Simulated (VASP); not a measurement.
Runs of VASP 6.6.1 on SiC. The structure is that of space group F-43m (No. 216), or close to it. The cells are those of the table. 

```csv
cell,gap on the mesh (eV),pressure (GPa)
"a = 3.176 Å, angles 60.0°, 2 atoms",(b),-13.9
"a = 3.124 Å, angles 60.0°, 2 atoms",1.39,-5.3
"a = 3.161 Å, angles 60.0°, 2 atoms",1.42,(a)
"a = 3.125 Å, angles 60.0°, 2 atoms",1.39,-5.5
```

Alike in all rows: task single point; level PBE; potentials or basis VASP PAW PBE potentials, release 64 (Si, C); no spin polarisation; k mesh 12 × 12 × 12; cutoff (eV) 520; smearing gaussian 0.02 eV.

**Question.** Fill in the values left out.

**Answer.** (a) -11.6; (b) 1.43.

Caveats: the cell stands under tension.

A k mesh can miss the band edges.
